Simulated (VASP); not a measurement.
Runs of VASP 6.6.1 on Sn. The structure is that of space group I4_1/amd (No. 141), or close to it. The cells are those of the table. 

| cell | k mesh | smearing | gap on the mesh (eV) | pressure (GPa) |
| --- | --- | --- | --- | --- |
| a = 4.507, b = 4.507, c = 4.504 Å, angles 97.2, 97.2, 138.3°, 2 atoms | 11 × 11 × 8 | fermi-dirac 0.03 eV | none | -0.1 |
| a = 4.507, b = 4.507, c = 4.504 Å, angles 97.2, 97.2, 138.3°, 2 atoms | 11 × 11 × 8 | methfessel-paxton 0.1 eV | none | -0.1 |
| a = 4.507, b = 4.507, c = 4.504 Å, angles 97.2, 97.2, 138.3°, 2 atoms | 11 × 11 × 8 | fermi-dirac 0.2 eV | none | (a) |
| a = 4.507, b = 4.507, c = 4.504 Å, angles 97.2, 97.2, 138.3°, 2 atoms | 11 × 11 × 8 | methfessel-paxton 0.3 eV | none | -0.1 |
| a = 4.319, b = 4.319, c = 4.316 Å, angles 97.2, 97.2, 138.3°, 2 atoms | 18 × 18 × 12 | fermi-dirac 0.1 eV | none | 8.1 |

Alike in all rows: task single point; level PBE; potentials or basis VASP PAW PBE potentials, release 64 (Sn_d); no spin polarisation; cutoff (eV) 520.

Q: Estimate the missing entries.

A: (a) 0.1.

Caveats: spin-orbit coupling is left out, which moves the levels of the heavy elements; the cell stands under pressure (at least some runs).

A k mesh can miss the band edges, and the runs leave out spin-orbit coupling on Sn.

A gap of «none» marks levels without a gap at the run's occupations.
